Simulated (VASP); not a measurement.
Input of a VASP 6.6.1 run:

Contents of INCAR:

```
PREC = Accurate
ENCUT = 600
EDIFF = 1E-6
ISMEAR = 0
SIGMA = 0.2
LREAL = False
LASPH = True
NELM = 120
ALGO = Normal
ISIF = 2
LWAVE = False
LCHARG = False
GGA = PE
NBANDS = 16
GGA_COMPAT = False
```

Contents of KPOINTS:

```
regular mesh
0
Gamma
  6 6 6
```

POSCAR

```
WC
1.0
    2.7241153286      0.0000000000      0.0000000000
    0.0000000000      2.7241153286      0.0000000000
    0.0000000000      0.0000000000      2.7241153286
W C
1 1
Direct
    0.0000000000      0.0000000000      0.0000000000
    0.5000000000      0.5000000000      0.5000000000
```

Potentials or basis: VASP PAW PBE potentials, release 64 (W_sv, C).

Launch:

```console
$ cat potpaw_PBE.64/W_sv/POTCAR potpaw_PBE.64/C/POTCAR > POTCAR
$ mpirun -np 1 vasp_std > vasp.out
```

Q: Estimate the band gap on the k mesh.

A: Zero (bands 9 and 10 overlap by 6.95 eV).

Q: Estimate the pressure.

A: 0.9 GPa.

Caveat: the k points lie up to 0.38 Å⁻¹ apart, too coarse for converged energies and pressures of a metal; spin-orbit coupling is left out, which moves the levels of the heavy elements.
